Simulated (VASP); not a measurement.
Runs of VASP 6.6.1 on WSe2. The structure is that of space group P-6m2 (No. 187), or close to it. The cells are those of the table. 

| task | cell | k mesh | cutoff (eV) | gap on the mesh (eV) | pressure (GPa) | largest force (eV/Å) |
| --- | --- | --- | --- | --- | --- | --- |
| single point | a = 2.962, b = 2.962, c = 6.195 Å, angles 90.0, 90.0, 120.0°, 3 atoms | 12 × 12 × 6 | 520 | 0.08 | 41.1 | 0.10 |
| single point | a = 3.180, b = 3.180, c = 6.613 Å, angles 90.0, 90.0, 120.0°, 3 atoms | 12 × 12 × 4 | 520 | 0.93 | (a) | 0.07 |
| single point | a = 3.207, b = 3.207, c = 6.771 Å, angles 90.0, 90.0, 120.0°, 3 atoms | 12 × 12 × 2 | 520 | 1.08 | 2.5 | 0.07 |
| single point | a = 3.137, b = 3.137, c = 6.494 Å, angles 90.0, 90.0, 120.0°, 3 atoms | 12 × 12 × 4 | 520 | 0.81 | 10.6 | (b) |
| relaxation of cell and atoms | relaxed to 5 GPa from a = 3.123, b = 3.123, c = 6.593 Å, angles 90.0, 90.0, 120.0°, 3 atoms | 12 × 12 × 4 | 600 | 0.93 | 5.0 | 0.01 |
| relaxation of cell and atoms | relaxed to 10 GPa from a = 3.117, b = 3.117, c = 6.482 Å, angles 90.0, 90.0, 120.0°, 3 atoms | 12 × 12 × 4 | 600 | 0.81 | 10.0 | - |
| single point | a = 3.241, b = 3.241, c = 16.641 Å, angles 90.0, 90.0, 120.0°, 3 atoms | 12 × 12 × 2 | 520 | 1.65 | - | 0.06 |
| relaxation of cell and atoms | relaxed to 20 GPa from a = 3.058, b = 3.058, c = 6.330 Å, angles 90.0, 90.0, 120.0°, 3 atoms | 12 × 12 × 4 | 600 | 0.64 | 20.1 | 0.01 |
| single point | a = 3.067, b = 3.067, c = 6.352 Å, angles 90.0, 90.0, 120.0°, 3 atoms | 12 × 12 × 4 | 520 | 0.64 | 20.8 | 0.09 |

Alike in all rows: level PBEsol+D3(BJ); potentials or basis VASP PAW PBE potentials, release 64 (W_sv, Se); no spin polarisation; smearing gaussian 0.02 eV.

Question: Estimate the missing entries.

Answer: (a) 5.5; (b) 0.08.

Caveats: some runs use coarse meshes; the PAW data sets were made with another functional, which shifts forces and pressure a little; spin-orbit coupling is left out, which moves the levels of the heavy elements; the cell is relaxed towards a set pressure, so the enthalpy falls and the energy may rise (some runs).

A k mesh can miss the band edges, and the runs leave out spin-orbit coupling on Se, W.
